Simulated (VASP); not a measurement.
# Ba4Er (P31m) in VASP: relaxation of cell and atoms with PBE

Aim: the relaxation of cell and atoms of Ba4Er with PBE.

Program: VASP 6.6.1. These are calculated values, not measurements. Logs are shortened: lines on timing, memory, paths and dates and some standing lists are left out, and cuts for length are marked.

**1. The cell of the first run**

It takes space group P31m (No. 157, trigonal). Conventional cell: a = 5.831 Å, b = 5.831 Å, c = 6.702 Å, α = 90.00°, β = 90.00°, γ = 120.00°. Within 3.9 Å of Ba (site symmetry m) lie 2 Er at 2.82 to 3.04 Å and 6 Ba at 2.92 to 3.84 Å. Within 3.5 Å of Ba (site symmetry 3m) lie 1 Er at 2.66 Å. Er (site symmetry 3m) has 7 Ba at 2.66 to 3.04 Å within 3.5 Å.

The cell was generated, and may not be a known phase.

**2. Relaxation of cell and atoms, PBE**

INCAR

```
PREC     = Accurate       # precision mode
ENCUT    = 500            # plane-wave cutoff, eV
EDIFF    = 1E-7           # SCF threshold, eV
ISMEAR   = 0              # smearing method
SIGMA    = 0.2            # smearing width, eV
LREAL    = F              # projectors in reciprocal space
LASPH    = T              # aspherical terms in the spheres
NELM     = 200            # most SCF steps
ALGO     = Normal         # electronic algorithm
ISIF     = 3              # what is computed and relaxed
LWAVE    = F              # write WAVECAR
LCHARG   = F              # write CHGCAR
GGA      = PE             # functional
IBRION   = 2              # ionic algorithm
NSW      = 36             # ionic steps
EDIFFG   = -0.08          # ionic threshold
GGA_COMPAT= F            
NELMIN   = 4            
LMAXMIX  = 6              # l up to which the mixer works
```

KPOINTS

```
regular mesh
0
Gamma
  3 3 3
```

POSCAR

```
Ba4Er
1.0
    5.8313328000      0.0000000000      0.0000000000
   -2.9156664000      5.0500823400      0.0000000000
    0.0000000000      0.0000000000      6.7016130900
Ba Er
4 1
Direct
    0.4812281600      0.0000000000      0.4616218000
    0.0000000000      0.4812281600      0.4616218000
    0.5187718400      0.5187718400      0.4616218000
    0.0000000000      0.0000000000      0.1086458800
    0.0000000000      0.0000000000      0.5058383900
```

Potentials or basis: VASP PAW PBE potentials, release 64 (Ba_sv, Er_3), 4f in core.

The run is started by

```console
> cat potpaw_PBE.64/Ba_sv/POTCAR potpaw_PBE.64/Er_3/POTCAR > POTCAR
> mpirun -np 1 vasp_std > vasp.out
```

OUTCAR:

```text
PREC = Accurate
   ENCUT = 500
   EDIFF = 1E-7
   ISMEAR = 0
   LREAL = F
   LASPH = T
   NELM = 200
   ISIF = 3
   GGA = PE
   IBRION = 2
   NSW = 36
   EDIFFG = -0.08
   NELMIN = 4

 ion  position               nearest neighbor table
   1  0.481  0.000  0.462-   5 2.82   3 2.92   2 2.92   3 2.92   2 2.92   5 3.04   4 3.67   4 3.84

   2  0.000  0.481  0.462-   5 2.82   1 2.92   1 2.92   3 2.92   3 2.92   5 3.04   4 3.67   4 3.84

   3  0.519  0.519  0.462-   5 2.82   1 2.92   1 2.92   2 2.92   2 2.92   5 3.04   4 3.67   4 3.84

   4  0.000  0.000  0.109-   5 2.66   3 3.67   2 3.67   1 3.67   3 3.84   2 3.84   1 3.84   5 4.04

   5  0.000  0.000  0.506-   4 2.66   3 2.82   2 2.82   1 2.82   3 3.04   2 3.04   1 3.04   4 4.04

  LATTYP: Found a hexagonal cell.
 ALAT       =     5.8313328000
 C/A-ratio  =     1.1492420892

  Lattice vectors:

 A1 = (   5.8313328000,   0.0000000000,   0.0000000000)
 A2 = (  -2.9156664000,   5.0500823400,   0.0000000000)
 A3 = (   0.0000000000,   0.0000000000,   6.7016130900)

Analysis of symmetry for initial positions (statically):
=====================================================================
 Subroutine PRICEL returns:
 Original cell was already a primitive cell.

 Routine SETGRP: Setting up the symmetry group for a
 hexagonal supercell.

 Subroutine GETGRP returns: Found  6 space group operations
 (whereof  6 operations were pure point group operations)
 out of a pool of 24 trial point group operations.

The static configuration has the point symmetry C_3v.

Analysis of symmetry for dynamics (positions and initial velocities):
=====================================================================
 Subroutine PRICEL returns:
 Original cell was already a primitive cell.

 Routine SETGRP: Setting up the symmetry group for a
 hexagonal supercell.

 Subroutine GETGRP returns: Found  6 space group operations
 (whereof  6 operations were pure point group operations)
 out of a pool of 24 trial point group operations.

The dynamic configuration has the point symmetry C_3v.

 Subroutine INISYM returns: Found  6 space group operations
 (whereof  6 operations are pure point group operations),
 and found     1 'primitive' translations

----------------------------------------------------------------------------------------

                                     Primitive cell

  volume of cell :     197.3539

  direct lattice vectors                    reciprocal lattice vectors
     5.831332800  0.000000000  0.000000000     0.171487383  0.099008287  0.000000000
    -2.915666400  5.050082340  0.000000000     0.000000000  0.198016573  0.000000000
     0.000000000  0.000000000  6.701613090     0.000000000  0.000000000  0.149217806

  length of vectors
     5.831332800  5.831332798  6.701613090     0.198016573  0.198016573  0.149217806

  position of ions in fractional coordinates (direct lattice)
     0.481228160  0.000000000  0.461621800
     0.000000000  0.481228160  0.461621800
     0.518771840  0.518771840  0.461621800
     0.000000000  0.000000000  0.108645880
     0.000000000  0.000000000  0.505838390

  ion indices of the primitive-cell ions
   primitive index   ion index
                 1           1
                 2           2
                 3           3
                 4           4
                 5           5

----------------------------------------------------------------------------------------

 KPOINTS: regular mesh

Automatic generation of k-mesh.
 Grid dimensions read from file:
 generate k-points for:    3    3    3

 Generating k-lattice:

  Cartesian coordinates                     Fractional coordinates (reciprocal lattice)
     0.057162461  0.033002762  0.000000000     0.333333333  0.000000000  0.000000000
     0.000000000  0.066005524  0.000000000     0.000000000  0.333333333  0.000000000
     0.000000000  0.000000000  0.049739269     0.000000000  0.000000000  0.333333333

  Length of vectors
     0.066005524  0.066005524  0.049739269

  Shift w.r.t. Gamma in fractional coordinates (k-lattice)
     0.000000000  0.000000000  0.000000000

 Subroutine IBZKPT returns following result:
 ===========================================

 Found      7 irreducible k-points:

 Following reciprocal coordinates:
            Coordinates               Weight
  0.000000  0.000000  0.000000      1.000000
  0.333333 -0.000000  0.000000      6.000000
  0.333333  0.333333  0.000000      2.000000
  0.000000  0.000000  0.333333      2.000000
  0.333333 -0.000000  0.333333     12.000000
  0.333333  0.333333  0.333333      2.000000
 -0.333333 -0.333333  0.333333      2.000000
   k-points           NKPTS =      7   k-points in BZ     NKDIM =      7   number of bands    NBANDS=     29
   number of dos      NEDOS =    301   number of ions     NIONS =      5
   total plane-waves  NPLWV = 115200
   dimension x,y,z NGX =    48 NGY =   48 NGZ =   50
   dimension x,y,z NGXF=    96 NGYF=   96 NGZF=  100
   ions per type =               4   1
   NGX,Y,Z   is equivalent  to a cutoff of  13.68, 13.68, 12.40 a.u.
   NGXF,Y,Z  is equivalent  to a cutoff of  27.37, 27.37, 24.81 a.u.
 SYSTEM =  unknown system
   PREC   = accura    normal or accurate (medium, high low for compatibility)
   ISTART =      0    job   : 0-new  1-cont  2-samecut
   ICHARG =      2    charge: 1-file 2-atom 10-const
   ISPIN  =      1    spin polarized calculation?
   LNONCOLLINEAR =      F non collinear calculations
   LSORBIT =      F    spin-orbit coupling
   LASPH  =      T    aspherical Exc in radial PAW
   ENCUT  =  500.0 eV  36.75 Ry    6.06 a.u.  10.63 10.63 12.22*2*pi/ulx,y,z
   NELM   =    200;   NELMIN=  4; NELMDL= -5     # of ELM steps
   EDIFF  = 0.1E-06   stopping-criterion for ELM
   LREAL  =      F    real-space projection
   EDIFFG = -.8E-01   stopping-criterion for IOM
   NSW    =     36    number of steps for IOM
   IBRION =      2    ionic relax: 0-MD 1-quasi-New 2-CG
   NFREE  =      1    steps in history (QN), initial steepest desc. (CG)
   ISIF   =      3    stress and relaxation
   ISYM   =      2    0-nonsym 1-usesym 2-fastsym
   POTIM  = 0.5000    time-step for ionic-motion
   TEBEG  =    0.0;   TEEND  =   0.0 temperature during run
   PSTRESS=    0.0 pullay stress
   NELECT =      49.0000    total number of electrons
   NUPDOWN=      -1.0000    fix difference up-down
   EMIN   =  10.00;   EMAX   =-10.00  energy-range for DOS
   EFERMI =   0.00;   METHOD = LEGACY
   ISMEAR =     0;   SIGMA  =   0.20  broadening in eV -4-tet -1-fermi 0-gaus
   EFERMI_NEDOS =   21; number of points for ismear=-14 and -15
   IALGO  =     38    algorithm
   IMIX   =      4    mixing-type and parameters
     AMIX     =   0.40;   BMIX     =  1.00
     AMIX_MAG =   1.60;   BMIX_MAG =  1.00
  volume/ion in A,a.u.               =      39.47       266.36
  Fermi-wavevector in a.u.,A,eV,Ry     =   1.028944  1.944422 14.404832  1.058725
  Thomas-Fermi vector in A             =   2.162966
   LORBIT       =      0    0 simple, 1 ext, 2 COOP (PROOUT), +10 PAW based schemes
   GGA     = PE    functional components
   LHFCALC =     F    Hartree Fock is set to
   AEXX    =    0.0000 exact exchange contribution
   IVDW    =     0    specifies the selected vdW correction
   LEPSILON=     F    determine dielectric tensor
   LRPA    =     F    only Hartree local field effects (RPA)
 conjugate gradient relaxation of ions
 non-spin polarized calculation
 Gauss-broadening in eV      SIGMA  =   0.20
  energy-cutoff  :      500.00
  volume of cell :      197.35
 maximum number of plane-waves:      5017
 NGX is ok and might be reduce to    42
   NGX = 21   NGY = 21   NGZ = 25

--------------------------------------- Ionic step        1  -------------------------------------------

 number of electron      48.9999995 magnetization

 Free energy of the ion-electron system (eV)
  ---------------------------------------------------
  ext. energy  EPLUGINS =         0.00000000
  ---------------------------------------------------
  free energy    TOTEN  =        -1.25224650 eV

  energy without entropy =       -1.11299013  energy(sigma->0) =       -1.18261831

 E-fermi :   2.8228     XC(G=0):  -8.4802

 val. band max:        2.7986331289   @ k =   0.3333  -0.0000   0.0000
 cond. band min:       2.8653980475   @ k =   0.3333   0.3333   0.3333
 fundamental gap:      0.0667649186
 Fermi energy:         2.8227523991

 k-point     1 :       0.0000    0.0000    0.0000
  band No.  band energies     occupation
      1     -26.7413      2.00000
      2     -25.8830      2.00000
      3     -25.0997      2.00000
      4     -25.0997      2.00000
      5     -22.0435      2.00000
      6     -22.0435      2.00000
[... 323 lines left out ...]
  FREE ENERGIE OF THE ION-ELECTRON SYSTEM (eV)
  ---------------------------------------------------
  free  energy   TOTEN  =        -8.7303639448 eV

  energy  without entropy=       -8.4609885090  energy(sigma->0) =       -8.59567623

[... ionic steps 4 to 18 ...]

--------------------------------------- Ionic step       19  -------------------------------------------

 number of electron      48.9999998 magnetization

------------------------ aborting loop because EDIFF is reached ----------------------------------------

  FORCE on cell =-STRESS in cart. coord.  units (eV):
  Direction    XX          YY          ZZ          XY          YZ          ZX
  --------------------------------------------------------------------------------------
  -------------------------------------------------------------------------------------
  Total       -0.2631460     -0.2631460     -0.3895027      0.0000000      0.0000000     -0.0000000
  in kB       -1.0674143     -1.0674143     -1.5799623      0.0000000      0.0000000     -0.0000000
  external PRESSURE =      -1.2382636 kB  Pullay stress =       0.0000000 kB
[... 63 lines left out ...]
  energy  without entropy=       -8.6852946035  energy(sigma->0) =       -8.83047056

--------------------------------------- Ionic step       21  -------------------------------------------

 number of electron      49.0000006 magnetization

 Free energy of the ion-electron system (eV)
  ---------------------------------------------------
  ext. energy  EPLUGINS =         0.00000000
  ---------------------------------------------------
  free energy    TOTEN  =        -8.98160778 eV

  energy without entropy =       -8.68892618  energy(sigma->0) =       -8.83526698

 E-fermi :   0.5942     XC(G=0):  -6.4940

 val. band max:        0.5183138859   @ k =   0.3333   0.3333   0.0000
 cond. band min:       0.6127735477   @ k =   0.3333  -0.0000   0.3333
 fundamental gap:      0.0944596618
 Fermi energy:         0.5941675114

 k-point     1 :       0.0000    0.0000    0.0000
  band No.  band energies     occupation
      1     -28.3579      2.00000
      2     -28.2860      2.00000
      3     -28.2860      2.00000
      4     -28.2075      2.00000
      5     -25.0054      2.00000
      6     -24.9187      2.00000
[... 245 lines left out ...]
  FREE ENERGIE OF THE ION-ELECTRON SYSTEM (eV)
  ---------------------------------------------------
  free  energy   TOTEN  =        -8.9816077781 eV

  energy  without entropy=       -8.6889261822  energy(sigma->0) =       -8.83526698

 reached required accuracy - stopping structural energy minimisation
```

Run time: 11 min. Hardware: 1 thread of Intel Xeon Platinum 8488C (Sapphire Rapids), shared host; peak memory 0.36 GiB.

Results:

| Quantity | Value |
| --- | --- |
| Free energy | -8.9816 eV |
| Relaxed volume | 76.71 Å³/atom |
| Relaxed cell | a = 8.050 Å, b = 8.050 Å, c = 6.834 Å, α = 90.00°, β = 90.00°, γ = 120.00° |
| Space group after relaxing (to 0.1 Å) | P6mm (No. 183) |
| Energy gained by relaxing | 1545.9 meV/atom |
| Ionic steps | 21 |
| Pressure after relaxing | 0.0 GPa |
| Largest force after relaxing | 0.057 eV/Å |
| Band gap on the k mesh | zero (an odd number of electrons rules out a gap without spin polarisation) |

Forces on the atoms (eV/Å):
```
Ba   0.005  0.000  0.010
Ba  -0.003  0.004  0.010
Ba  -0.003 -0.004  0.010
Ba   0.000  0.000 -0.057
Er   0.000  0.000  0.028
```

Stress tensor (GPa, compression positive):
```
-0.02  0.00  0.00
 0.00 -0.02  0.00
 0.00  0.00  0.08
```

The path:
```tsv
step	energy change (eV)	largest force (eV/Å)	pressure (GPa)	volume (Å³)
1	0.0000	4.0331	18.03	197.35
2	-7.2535	0.8460	1.14	349.74
3	-7.4781	0.5774	0.46	377.36
4	-7.5360	0.1446	-0.52	436.52
5	-7.5698	0.2851	-0.21	414.23
6	-7.5690	0.3227	-0.13	408.92
7	-7.6013	0.3350	-0.10	403.19
8	-7.6512	0.3356	0.00	387.57
9	-7.6537	0.3219	0.04	382.39
10	-7.6649	0.1675	0.02	382.07
11	-7.6693	0.2261	0.01	381.72
12	-7.6778	0.2056	0.02	382.16
13	-7.6944	0.1398	0.05	383.41
14	-7.6861	0.0745	0.11	385.64
15	-7.6983	0.0906	0.07	384.21
16	-7.7040	0.0638	0.04	385.87
17	-7.7152	0.0996	-0.05	390.85
18	-7.7123	0.1928	-0.23	400.90
19	-7.7179	0.1363	-0.12	394.98
20	-7.7234	0.1154	-0.08	391.54
21	-7.7294	0.0574	0.01	383.55
```

Final structure:
```xyz
5
Lattice="8.0505 0.0000 0.0000 -4.0252 6.9719 0.0000 0.0000 0.0000 6.8336" Properties=species:S:1:pos:R:3 pbc="T T T"
Ba    4.0053    0.0000    3.3653
Ba   -2.0027    3.4687    3.3653
Ba    2.0226    3.5032    3.3653
Ba    0.0000    0.0000    0.0869
Er    0.0000    0.0000    3.4799
```

Levels at points of the mesh, in eV from the Fermi level:
| k point | band 22 | band 23 | band 24 | band 25 | band 26 | band 27 |
| --- | --- | --- | --- | --- | --- | --- |
| (0.00, 0.00, 0.00) | -0.53 | -0.53 | -0.37 | -0.37 | -0.09 | 0.05 |

Caveat: the k points lie up to 0.31 Å⁻¹ apart in the final cell, too coarse for converged energies and pressures of a metal; the volume moved by over 15 % at a fixed basis, so the end points are rough; spin-orbit coupling is left out, which moves the levels of the heavy elements; the 4f electrons are frozen in the core, so they carry no moment and show no levels; the relaxation stopped at a loose force limit of 0.08 eV/Å, so its end isn't a converged minimum. Spin polarisation is off, so any magnetic state and its effect on volume and gap are missing.

The gap in the log of VASP goes by the Fermi energy; the results here count the filled bands.